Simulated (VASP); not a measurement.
Here is a VASP 6.6.1 calculation.

The input INCAR:

```
SYSTEM = Al
PREC = Accurate ; ENCUT = 400
EDIFF = 1E-6 ; ISMEAR = 0
SIGMA = 0.05 ; LREAL = .FALSE.
LASPH = .TRUE. ; NELM = 120
ALGO = Normal ; ISIF = 2
LWAVE = .FALSE. ; LCHARG = .FALSE.
NBANDS = 20 ; GGA_COMPAT = .FALSE.
```

The input KPOINTS:

```
Automatic mesh
0
Gamma
  2 2 2
  0.5 0.5 0.5
```

File POSCAR:

```
Al
1.0
    0.0000000000      4.0496100000      4.0496100000
    4.0496100000      0.0000000000      4.0496100000
    4.0496100000      4.0496100000      0.0000000000
Al
7
Direct
    0.0000000000      0.0000000000      0.2500001235
    0.0000000000      0.5000000000      0.0000000000
    0.0000000000      0.5000000000      0.5000000000
    0.5000000000      0.0000000000      0.0000000000
    0.5000000000      0.0000000000      0.5000000000
    0.5000000000      0.5000000000      0.0000000000
    0.5000000000      0.5000000000      0.5000000000
```

Potentials or basis: VASP PAW LDA potentials, release 64 (Al).

Run with:

```bash
$ cat potpaw_LDA.64/Al/POTCAR > POTCAR
$ mpirun -np 1 vasp_std > vasp.out
```

Task: Estimate the pressure.

Result: -1.9 GPa.

Task: Predict the largest force.

Result: 0.998 eV/Å.

Forces in eV/Å, atoms in the order of the input:
```
Al   0.000  0.000  0.000
Al   0.408 -0.408  0.815
Al  -0.408  0.408 -0.815
Al  -0.408  0.408  0.815
Al   0.408 -0.408 -0.815
Al  -0.211 -0.211  0.000
Al   0.211  0.211  0.000
```

Caveat: the k points lie up to 0.67 Å⁻¹ apart.
